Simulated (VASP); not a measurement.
Write the native input for VASP 6.6.1 that does the following.

```yaml
Task: single point
Functional: PBE
Potentials_or_basis: VASP PAW PBE potentials, release 64 (Au)
Cutoff: 520 eV
k_mesh: 15 × 15 × 14
Occupations: fermi-dirac, width 0.08 eV
Spin: no spin polarisation
Dipole_correction: no
Further_INCAR_settings: ALGO = Normal; EDIFF = 1e-06; NBANDS = 12
```

The structure of Au lies in POSCAR:

```
Au
1.0
    2.5016451178      0.0000000000      0.0000000000
   -1.2508225589      2.1664882233      0.0000000000
    0.0000000000      0.0000000000      2.4271870962
Au
1
Direct
    0.0000000000      0.0000000000      0.0000000000
```

This cell differs from its parent crystal: volume scaled by 0.68.

The input as run:

INCAR

```
  PREC = Accurate
  ENCUT = 520
  EDIFF = 1E-6
  ISMEAR = -1
  SIGMA = 0.08
  LREAL = False
  LASPH = True
  NELM = 80
  ALGO = Normal
  ISIF = 2
  LWAVE = False
  LCHARG = True
  GGA = PE
  LELF = True
  LVHAR = True
  NBANDS = 12
```

KPOINTS

```
regular mesh
0
Gamma
  15 15 14
```

Potentials or basis: VASP PAW PBE potentials, release 64 (Au).

Command:

```console
$ cat potpaw_PBE.64/Au/POTCAR > POTCAR
$ mpirun -np 1 vasp_std > vasp.out
```

Results of the run:

```json
{
 "Pressure": "140.3 GPa"
}
```

Wall time 16 s on 1 thread of Intel(R) Xeon(R) Platinum 8559C (Emerald Rapids), on a shared host, peak memory 0.15 GiB.
